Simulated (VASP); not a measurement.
A run of VASP 6.6.1 is set up as follows.

INCAR

```
SYSTEM = SrC8
PREC     = Accurate       ! precision mode
ENCUT    = 600            ! plane-wave cutoff, eV
EDIFF    = 1E-6           ! SCF threshold, eV
ISMEAR   = 0              ! smearing method
SIGMA    = 0.1            ! smearing width, eV
LREAL    = .FALSE.        ! projectors in reciprocal space
LASPH    = .TRUE.         ! aspherical terms in the spheres
NELM     = 60             ! most SCF steps
ALGO     = Normal         ! electronic algorithm
ISIF     = 3              ! what is computed and relaxed
LWAVE    = .FALSE.        ! write WAVECAR
LCHARG   = .FALSE.        ! write CHGCAR
GGA      = PE             ! functional
IVDW     = 12             ! dispersion correction
IBRION   = 2              ! ionic algorithm
NSW      = 100            ! ionic steps
EDIFFG   = -0.01          ! ionic threshold
```

Contents of KPOINTS:

```
Automatic mesh
0
G
  12 12 8
  0 0 0
```

Contents of POSCAR:

```
SrC8
1.0
    4.9873859000      0.0000000000      0.0000000000
   -2.4936929000      4.3192029000      0.0000000000
    0.0000000000      0.0000000000      4.8180119000
Sr C
1 8
Direct
    0.0000000000      0.0000000000      0.5000000000
    0.3333333000      0.6666667000      0.0000000000
    0.3345130000      0.1672565000      0.0000000000
    0.8327435000      0.6654870000      0.0000000000
    0.8327435000      0.1672565000      0.0000000000
    0.1672565000      0.8327435000      0.0000000000
    0.1672565000      0.3345130000      0.0000000000
    0.6654870000      0.8327435000      0.0000000000
    0.6666667000      0.3333333000      0.0000000000
```

Potentials or basis: VASP PAW PBE potentials, release 64 (Sr_sv, C).

Run with:

```console
$ cat potpaw_PBE.64/Sr_sv/POTCAR potpaw_PBE.64/C/POTCAR > POTCAR
$ mpirun -np 1 vasp_std > vasp.out
```

Question: Estimate the relaxed cell.

Answer: a = 4.986 Å, b = 4.986 Å, c = 4.835 Å, α = 90.00°, β = 90.00°, γ = 120.00°.

Question: Predict the band gap on the k mesh.

Answer: Zero (bands 21 and 22 overlap by 1.63 eV).

Question: What does it give for the space group after relaxing (to 0.1 Å)?

Answer: P6/mmm (No. 191).

Question: Predict the dispersion energy per atom.

Answer: -0.146 eV.

The path:
| step | energy change (eV) | largest force (eV/Å) | pressure (GPa) | volume (Å³) |
| --- | --- | --- | --- | --- |
| 1 | 0.0000 | 0.0168 | 0.01 | 103.79 |
| 2 | -0.0001 | 0.0439 | 0.24 | 103.80 |
| 3 | -0.0002 | 0.0241 | 0.16 | 103.80 |
| 4 | -0.0003 | 0.0044 | 0.10 | 103.92 |
| 5 | -0.0004 | 0.0137 | 0.05 | 104.03 |
| 6 | -0.0004 | 0.0135 | -0.04 | 104.12 |
| 7 | -0.0004 | 0.0017 | 0.00 | 104.08 |
